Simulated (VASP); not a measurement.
# SnO (Pm) in VASP: notebook, part 2 of 2

VASP 6.6.1. Earlier steps stand in the parts before.

**3. Single point, PBEsol**

The input, INCAR:

```
SYSTEM = SnO
  ALGO = Fast
  EDIFF = 1E-6
  ENCUT = 520
  GGA = PS
  ISIF = 2
  ISMEAR = 0
  LASPH = .True.
  LCHARG = .True.
  LELF = .True.
  LREAL = .False.
  LVHAR = .True.
  LWAVE = .False.
  NBANDS = 28
  NELM = 80
  PREC = Accurate
  SIGMA = 0.15
```

The input, KPOINTS:

```
k-points
0
Gamma
  12 12 10
  0 0 0
```

The input, POSCAR:

```
SnO
1.0
    3.8020000000      0.0000000000      0.0000000000
    0.0000000000      3.8020000000      0.0000000000
    0.0000000000      0.0000000000      4.8360000000
Sn O
2 2
Direct
    0.0000000000      0.4662699000      0.2224107423
    0.5000000000     -0.0337301000      0.7454107423
    0.0000000000      0.0000000000      0.0000000000
    0.5000000000      0.5000000000      0.0000000000
```

Potentials or basis: VASP PAW PBE potentials, release 64 (Sn_d, O).

Started as:

```sh
> cat potpaw_PBE.64/Sn_d/POTCAR potpaw_PBE.64/O/POTCAR > POTCAR
> mpirun -np 1 vasp_std > vasp.out
```

OUTCAR:

```text
SYSTEM = SnO
   EDIFF = 1E-6
   ENCUT = 520
   GGA = PS
   ISIF = 2
   ISMEAR = 0
   LASPH = .True.
   LREAL = .False.
   NELM = 80
   PREC = Accurate

 ion  position               nearest neighbor table
   1  0.000  0.466  0.222-   3 2.07   4 2.19   4 2.19   3 2.30   2 3.54   2 3.54   2 3.54   2 3.54
                             2 3.69   2 3.69   2 3.69   2 3.69
   2  0.500  0.966  0.745-   4 2.16   3 2.27   3 2.27   4 2.37   1 3.54   1 3.54   1 3.54   1 3.54
                             1 3.69   1 3.69   1 3.69   1 3.69
   3  0.000  0.000  0.000-   1 2.07   2 2.27   2 2.27   1 2.30
   4  0.500  0.500  0.000-   2 2.16   1 2.19   1 2.19   2 2.37

  LATTYP: Found a simple tetragonal cell.
 ALAT       =     3.8020000000
 C/A-ratio  =     1.2719621252

  Lattice vectors:

 A1 = (   3.8020000000,   0.0000000000,   0.0000000000)
 A2 = (   0.0000000000,   3.8020000000,   0.0000000000)
 A3 = (   0.0000000000,   0.0000000000,   4.8360000000)

Analysis of symmetry for initial positions (statically):
=====================================================================
 Subroutine PRICEL returns:
 Original cell was already a primitive cell.

 Routine SETGRP: Setting up the symmetry group for a
 simple tetragonal supercell.

 Subroutine GETGRP returns: Found  2 space group operations
 (whereof  2 operations were pure point group operations)
 out of a pool of 16 trial point group operations.

The static configuration has the point symmetry C_1h.

Analysis of symmetry for dynamics (positions and initial velocities):
=====================================================================
 Subroutine PRICEL returns:
 Original cell was already a primitive cell.

 Routine SETGRP: Setting up the symmetry group for a
 simple tetragonal supercell.

 Subroutine GETGRP returns: Found  2 space group operations
 (whereof  2 operations were pure point group operations)
 out of a pool of 16 trial point group operations.

The dynamic configuration has the point symmetry C_1h.

 Subroutine INISYM returns: Found  2 space group operations
 (whereof  2 operations are pure point group operations),
 and found     1 'primitive' translations

----------------------------------------------------------------------------------------

                                     Primitive cell

  volume of cell :      69.9054

  direct lattice vectors                    reciprocal lattice vectors
     3.802000000  0.000000000  0.000000000     0.263019463  0.000000000  0.000000000
     0.000000000  3.802000000  0.000000000     0.000000000  0.263019463  0.000000000
     0.000000000  0.000000000  4.836000000     0.000000000  0.000000000  0.206782465

  length of vectors
     3.802000000  3.802000000  4.836000000     0.263019463  0.263019463  0.206782465

  position of ions in fractional coordinates (direct lattice)
     0.000000000  0.466269900  0.222410742
     0.500000000  0.966269900  0.745410742
     0.000000000  0.000000000  0.000000000
     0.500000000  0.500000000  0.000000000

  ion indices of the primitive-cell ions
   primitive index   ion index
                 1           1
                 2           2
                 3           3
[... 24 lines left out ...]
 ===========================================

 Found    434 irreducible k-points:

 Following reciprocal coordinates:
            Coordinates               Weight
  0.000000  0.000000  0.000000      1.000000
  0.083333  0.000000  0.000000      2.000000
  0.000000  0.083333  0.000000      2.000000
  0.166667  0.000000  0.000000      2.000000
  0.000000  0.166667  0.000000      2.000000
  0.250000  0.000000  0.000000      2.000000
[... 16 lines left out ...]
  0.500000  0.083333  0.000000      2.000000
 -0.083333  0.500000  0.000000      2.000000
 [... further k-points ...]
   k-points           NKPTS =    434   k-points in BZ     NKDIM =    434   number of bands    NBANDS=     28
   number of dos      NEDOS =    301   number of ions     NIONS =      4
   total plane-waves  NPLWV =  28224
   dimension x,y,z NGX =    28 NGY =   28 NGZ =   36
   dimension x,y,z NGXF=    56 NGYF=   56 NGZF=   72
   ions per type =               2   2
   NGX,Y,Z   is equivalent  to a cutoff of  12.24, 12.24, 12.38 a.u.
   NGXF,Y,Z  is equivalent  to a cutoff of  24.49, 24.49, 24.75 a.u.
 SYSTEM =  SnO
   PREC   = accura    normal or accurate (medium, high low for compatibility)
   ISTART =      0    job   : 0-new  1-cont  2-samecut
   ICHARG =      2    charge: 1-file 2-atom 10-const
   ISPIN  =      1    spin polarized calculation?
   LNONCOLLINEAR =      F non collinear calculations
   LSORBIT =      F    spin-orbit coupling
   LASPH  =      T    aspherical Exc in radial PAW
   ENCUT  =  520.0 eV  38.22 Ry    6.18 a.u.   7.07  7.07  8.99*2*pi/ulx,y,z
   NELM   =     80;   NELMIN=  2; NELMDL= -5     # of ELM steps
   EDIFF  = 0.1E-05   stopping-criterion for ELM
   LREAL  =      F    real-space projection
   EDIFFG = 0.1E-04   stopping-criterion for IOM
   NSW    =      0    number of steps for IOM
   IBRION =     -1    ionic relax: 0-MD 1-quasi-New 2-CG
   NFREE  =      0    steps in history (QN), initial steepest desc. (CG)
   ISIF   =      2    stress and relaxation
   ISYM   =      2    0-nonsym 1-usesym 2-fastsym
   POTIM  = 0.5000    time-step for ionic-motion
   TEBEG  =    0.0;   TEEND  =   0.0 temperature during run
   PSTRESS=    0.0 pullay stress
   NELECT =      40.0000    total number of electrons
   NUPDOWN=      -1.0000    fix difference up-down
   EMIN   =  10.00;   EMAX   =-10.00  energy-range for DOS
   EFERMI =   0.00;   METHOD = LEGACY
   ISMEAR =     0;   SIGMA  =   0.15  broadening in eV -4-tet -1-fermi 0-gaus
   EFERMI_NEDOS =   21; number of points for ismear=-14 and -15
   IALGO  =     68    algorithm
   IMIX   =      4    mixing-type and parameters
     AMIX     =   0.40;   BMIX     =  1.00
     AMIX_MAG =   1.60;   BMIX_MAG =  1.00
  volume/ion in A,a.u.               =      17.48       117.94
  Fermi-wavevector in a.u.,A,eV,Ry     =   1.359121  2.568365 25.132801  1.847209
  Thomas-Fermi vector in A             =   2.485896
   LORBIT       =      0    0 simple, 1 ext, 2 COOP (PROOUT), +10 PAW based schemes
   GGA     = PS    functional components
   LHFCALC =     F    Hartree Fock is set to
   AEXX    =    0.0000 exact exchange contribution
   IVDW    =     0    specifies the selected vdW correction
   LEPSILON=     F    determine dielectric tensor
   LRPA    =     F    only Hartree local field effects (RPA)
 non-spin polarized calculation
 RMM-DIIS sequential band-by-band and
 Gauss-broadening in eV      SIGMA  =   0.15
  energy-cutoff  :      520.00
  volume of cell :       69.91
 maximum number of plane-waves:      1904
   NGX = 15   NGY = 15   NGZ = 17

 number of electron      39.9999991 magnetization

 Free energy of the ion-electron system (eV)
  ---------------------------------------------------
  ext. energy  EPLUGINS =         0.00000000
  ---------------------------------------------------
  free energy    TOTEN  =       -24.10175792 eV

  energy without entropy =      -24.10058850  energy(sigma->0) =      -24.10117321

 E-fermi :   7.1429     XC(G=0): -10.4963

 val. band max:        7.0592325631   @ k =   0.5000   0.5000   0.0000
 cond. band min:       7.2067378252   @ k =   0.5000   0.5000   0.1000
 fundamental gap:      0.1475052621
 Fermi energy:         7.1428538636

 k-point     1 :       0.0000    0.0000    0.0000
  band No.  band energies     occupation
      1     -14.9190      2.00000
      2     -14.4849      2.00000
      3     -14.4778      2.00000
      4     -14.4457      2.00000
      5     -14.4387      2.00000
      6     -14.4199      2.00000
[... 733 lines left out ...]
     27      15.3676      0.00000
     28      15.5472      0.00000

 [... further k-points ...]

------------------------ aborting loop because EDIFF is reached ----------------------------------------

  FORCE on cell =-STRESS in cart. coord.  units (eV):
  Direction    XX          YY          ZZ          XY          YZ          ZX
  --------------------------------------------------------------------------------------
  -------------------------------------------------------------------------------------
  Total        0.2214645      1.0769551      0.2184470      0.0000000      0.2854505      0.0000000
  in kB        5.0757955     24.6829832      5.0066380      0.0000000      6.5423065      0.0000000
  external PRESSURE =      11.5884723 kB  Pullay stress =       0.0000000 kB

 VOLUME and BASIS-vectors are now :
 -----------------------------------------------------------------------------
  energy-cutoff  :      520.00
  volume of cell :       69.91
      direct lattice vectors                 reciprocal lattice vectors
     3.802000000  0.000000000  0.000000000     0.263019463  0.000000000  0.000000000
     0.000000000  3.802000000  0.000000000     0.000000000  0.263019463  0.000000000
     0.000000000  0.000000000  4.836000000     0.000000000  0.000000000  0.206782465

 POSITION                                       TOTAL-FORCE (eV/Angst)
 -----------------------------------------------------------------------------------
      0.00000      1.77276      1.07558         0.000000      0.731633      0.904314
      1.90100      3.67376      3.60481         0.000000      0.364970      0.250547
      0.00000      0.00000      0.00000         0.000000     -0.759040     -0.749653
      1.90100      1.90100      0.00000         0.000000     -0.337563     -0.405207
 -----------------------------------------------------------------------------------
    total drift:                                0.000000      0.000506      0.000020

  FREE ENERGIE OF THE ION-ELECTRON SYSTEM (eV)
  ---------------------------------------------------
  free  energy   TOTEN  =       -24.1017579202 eV

  energy  without entropy=      -24.1005884956  energy(sigma->0) =      -24.10117321
```

Run time: 17 min. Hardware: 1 thread of Oxide Virtual Turin-like, shared host; peak memory 0.67 GiB.

Results:

```yaml
Free_energy: -24.1018 eV
Pressure: 1.2 GPa
Largest_force: 1.163 eV/Å
Band_gap_on_the_k_mesh: 0.02 eV (least direct gap 1.70 eV)
```

Forces on the atoms (eV/Å):
```
Sn   0.000  0.732  0.904
Sn   0.000  0.365  0.251
O    0.000 -0.759 -0.750
O    0.000 -0.338 -0.405
```

Stress tensor (GPa, compression positive):
```
0.51 0.00 0.00
0.00 2.47 0.65
0.00 0.65 0.50
```

Caveat: the cell differs from its parent crystal (all Sn atoms moved +0.150 Å, as atom 1 towards its neighbour atom 3 (O) at 2.224 Å); the smearing spreads over this small gap; semilocal functionals underestimate gaps, and a narrow one can read as zero; the PAW data sets were made with another functional, which shifts forces and pressure a little; spin-orbit coupling is left out, which moves the levels of the heavy elements. A k mesh can miss the band edges.

The gap in the log of VASP goes by the Fermi energy; the results here count the filled bands.